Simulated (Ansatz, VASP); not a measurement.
# One calculation of Re, two programs

File INCAR:

```
SYSTEM = Re
PREC = Accurate
ENCUT = 520
EDIFF = 1E-6
ISMEAR = -1
SIGMA = 0.05
LREAL = .FALSE.
LASPH = .TRUE.
NELM = 60
ALGO = Normal
ISIF = 2
LWAVE = .FALSE.
LCHARG = .FALSE.
NBANDS = 14
```

The input KPOINTS:

```
regular mesh
0
G
  6 6 4
  0 0 0
```

Contents of POSCAR:

```
Re
1.0
    2.7608000000      0.0000000000      0.0000000000
   -1.3804000000      2.3909229348      0.0000000000
    0.0000000000      0.0000000000      4.4582000000
Re
2
Direct
    0.6666666667      0.3333333333      0.7500000000
    0.3333333333      0.6666666667      0.2500000000
```

The input input.yaml:

```yaml
crystal:
  lattice:
    - [2.7608, 0.0, 0.0]
    - [-1.3804, 2.3909229348, 0.0]
    - [0.0, 0.0, 4.4582]
  atoms:
    - { symbol: Re, position: [0.6666666667, 0.3333333333, 0.75] }
    - { symbol: Re, position: [0.3333333333, 0.6666666667, 0.25] }
hamiltonian:
  xc: lda
  pseudopotentials: { kind: paw }
kpoints:
  mp_grid: { grid: [6, 6, 4] }
  band_path:
    path:
      - [[0.0, 0.0, 0.0], [0.5, 0.0, 0.0], [0.3333333333, 0.3333333333, 0.0], [0.0, 0.0, 0.0], [0.0, 0.0, 0.5], [0.5, 0.0, 0.5], [0.3333333333, 0.3333333333, 0.5], [0.0, 0.0, 0.5]]
      - [[0.5, 0.0, 0.5], [0.5, 0.0, 0.0]]
      - [[0.3333333333, 0.3333333333, 0.0], [0.3333333333, 0.3333333333, 0.5]]
    npoints: 14
scf:
  occupations: { method: fermi_dirac, width: 0.05 }
  n_extra_bands: 6
output:
  forces: true
  stress: true
  eigenvalues: true
  fatbands: true
```

Alike in both runs: functional LDA; k mesh 6 × 6 × 4; occupations fermi-dirac, width 0.05 eV; no spin polarisation.

```csv
,VASP,Ansatz
version,VASP 6.6.1,Ansatz 0.2.0
potentials or method,"VASP PAW LDA potentials, release 64 (Re)",Ansatz PAW
plane-wave cutoff (eV),520,420
valence electrons in the cell,14,30
task,single point,band structure
```

```tsv
	VASP	Ansatz	Ansatz less VASP
gap on the k mesh at the Fermi level (eV)	none	none	-
pressure (GPa)	-8.3	-9.4	-1.18
traceless stress, the component that is largest in VASP (GPa)	0.77	0.85	+0.074
```

LDA's correlation is that of Perdew and Zunger in VASP and of Perdew and Wang (1992) in Ansatz. A gap of «none» marks a metal or a gap that the smearing closes. VASP's potentials hold 14 valence electrons a cell and Ansatz's 30, so a difference there can come from the potentials and not from the codes.

The k mesh is coarse, so the values compare programs but aren't converged. Neither program's run includes spin-orbit coupling.
